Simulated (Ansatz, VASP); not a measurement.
**SnO2: VASP beside Ansatz**

POSCAR

```
SnO2
1.0
    4.7602164773      0.0000000000      0.0000000000
    0.0000000000      4.7602164773      0.0000000000
    0.0000000000      0.0000000000      3.2005650988
Sn O
2 4
Direct
    0.0000000000      0.0000000000      0.0000000000
    0.5000000000      0.5000000000      0.5000000000
    0.2687572261      0.2687572261      0.0000000000
    0.1569702293      0.7687572261      0.5000000000
    0.6569702293      0.6569702293      0.0000000000
    0.7687572261      0.1569702293      0.5000000000
```

INCAR.step1

```
SYSTEM = SnO2
PREC = Accurate
ENCUT = 520
ISMEAR = 0
SIGMA = 0.05
LREAL = .FALSE.
LASPH = .TRUE.
NELM = 80
NBANDS = 35
GGA = PE
ALGO = Normal
EDIFF = 1E-4
LWAVE = .TRUE.
LCHARG = .FALSE.
```

File INCAR.step2:

```
SYSTEM = SnO2
PREC = Accurate
ENCUT = 520
EDIFF = 1E-7
ISMEAR = 0
SIGMA = 0.05
LREAL = .FALSE.
LASPH = .TRUE.
NELM = 80
ALGO = Normal
ISIF = 2
LWAVE = .FALSE.
LCHARG = .FALSE.
METAGGA = R2SCAN
LMIXTAU = .TRUE.
NBANDS = 35
ISTART = 1
```

File KPOINTS:

```
Automatic mesh
0
G
  6 6 8
  0 0 0
```

Input for Ansatz:

```yaml
crystal:
  lattice:
    - [4.7602164794, 0.0, 0.0]
    - [0.0, 4.7602164794, 0.0]
    - [0.0, 0.0, 3.2005650981]
  atoms:
    - { symbol: Sn, position: [0.0, 0.0, 0.0] }
    - { symbol: Sn, position: [0.5, 0.5, 0.5] }
    - { symbol: O, position: [0.268757226, 0.268757226, 0.0] }
    - { symbol: O, position: [0.1569702294, 0.768757226, 0.5] }
    - { symbol: O, position: [0.6569702294, 0.6569702294, 0.0] }
    - { symbol: O, position: [0.768757226, 0.1569702294, 0.5] }
basis:
  ecutwfc: 500
kpoints:
  mp_grid: { grid: [6, 6, 8] }
hamiltonian:
  xc: r2scan
scf:
  occupations: { method: gaussian, width: 0.05 }
output:
  forces: true
  stress: true
  eigenvalues: true
```

Change from the starting cell: all O atoms moved -0.250 Å, as atom 3 towards its neighbour atom 5 (O) at 2.613 Å.

Alike in both runs: task single point; functional r2SCAN; k mesh 6 × 6 × 8; occupations gaussian, width 0.05 eV; no spin polarisation.

|  | VASP | Ansatz |
| --- | --- | --- |
| version | VASP 6.6.1 | Ansatz 0.2.0 |
| potentials or method | VASP PAW PBE potentials, release 64 (Sn_d, O), cutoff 520 eV | scalar-relativistic, plane waves, PAW |
| valence electrons in the cell | 52 | 52 |

```csv
,VASP,Ansatz,Ansatz less VASP
gap on the k mesh at the Fermi level (eV),1.85,1.84,-0.014
least direct gap on the mesh (eV),1.85,1.84,-0.014
pressure (GPa),8.6,7.5,-1.11
"traceless stress, the component that is largest in VASP (GPa)",10.40,10.44,+0.041
rms of the force components (eV/Å),2.254,2.206,-0.0479
```

VASP's potentials were made for PBE, not for r2SCAN. Atom by atom the forces differ by 0.053 eV/Å (rms over components).
